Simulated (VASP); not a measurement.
Cd4Te: single point with PBE

Cd4Te:

```
Cd Te
1.0
    -3.80387    3.80387    2.18827
     3.80387   -3.80387    2.18827
     3.80387    3.80387   -2.18827
Cd Te
4 1
Direct
  0.60071 0.19108 0.79179
  0.80892 0.60071 0.40963
  0.39929 0.80892 0.20821
  0.19108 0.39929 0.59037
  0.00000 0.00000 0.00000
```

```yaml
Program: VASP 6.6.1
Task: single point
Functional: PBE
Potentials_or_basis: VASP PAW PBE potentials, release 64 (Cd, Te)
Cutoff: 520 eV
k_mesh: 10 × 10 × 10
Occupations: gaussian, width 0.1 eV
Spin: no spin polarisation
Dipole_correction: no
Further_INCAR_settings: ALGO = Fast; EDIFF = 1e-06; NBANDS = 35
```

| Item | Value |
| --- | --- |
| Pressure | 0.2 GPa |
| Band gap on the k mesh | zero (bands 27 and 28 overlap by 2.50 eV) |

Forces on the atoms (eV/Å):
```
Cd   0.002  0.002  0.000
Cd   0.002 -0.002  0.000
Cd  -0.002 -0.002  0.000
Cd  -0.002  0.002  0.000
Te   0.000  0.000  0.000
```

Levels at points of the mesh, in eV from the Fermi level:
```tsv
k point	band 23	band 24	band 25	band 26	band 27	band 28	band 29	band 30	band 31	band 32
(0.00, 0.00, 0.00)	-3.66	-3.66	-2.21	-1.48	0.80	1.24	1.24	2.86	3.17	3.17
(0.50, 0.00, 0.00)	-3.89	-3.75	-3.50	-2.06	-0.88	0.16	0.99	1.88	2.40	3.38
(0.50, 0.50, 0.00)	-3.56	-3.36	-1.88	-1.76	-0.51	1.54	1.59	1.63	2.56	4.40
(0.50, 0.50, 0.50)	-5.77	-5.28	-2.35	-0.18	1.06	1.06	2.76	3.74	5.42	5.42
```

Run time: 16 min on 1 thread of Intel(R) Xeon(R) Platinum 8259CL CPU @ 2.50GHz (Skylake/Cascade Lake) (shared host), peak memory 0.68 GiB.

Caveat: spin-orbit coupling is left out, which moves the levels of the heavy elements.
